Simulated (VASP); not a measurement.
A run of VASP 6.6.1:

File INCAR:

```
SYSTEM = InSbO
PREC = Accurate ; ENCUT = 520
EDIFF = 1E-6 ; ISMEAR = 0
SIGMA = 0.1 ; LREAL = .False.
LASPH = .True. ; NELM = 60
ALGO = Fast ; ISIF = 2
LWAVE = .False. ; LCHARG = .False.
GGA = PE ; NBANDS = 19
```

KPOINTS

```
Automatic mesh
0
Gamma
  12 12 8
  0 0 0
```

File POSCAR:

```
InSbO
1.0
    3.8857908799      0.0000000000      0.0000000000
   -1.9428954400      3.3651936158      0.0000000000
    0.0000000000      0.0000000000      5.3398177490
In Sb O
1 1 1
Direct
    0.0000000000      0.0000000000      0.0000000000
    0.3333333333      0.6666666667      0.5000000000
    0.6666666667      0.3333333333      0.5000000000
```

Potentials or basis: VASP PAW PBE potentials, release 64 (In_d, Sb, O).

The run is started by

```sh
$ cat potpaw_PBE.64/In_d/POTCAR potpaw_PBE.64/Sb/POTCAR potpaw_PBE.64/O/POTCAR > POTCAR
$ mpirun -np 1 vasp_std > vasp.out
```

Hardware: 1 thread of Oxide Virtual Turin-like Processor, on a shared host.

Task: How long does it take, and how much memory?

Result: Wall time 66 s on 1 thread of Oxide Virtual Turin-like Processor (shared host), peak memory 0.25 GiB. Counts: scf iterations 15, k points 95.
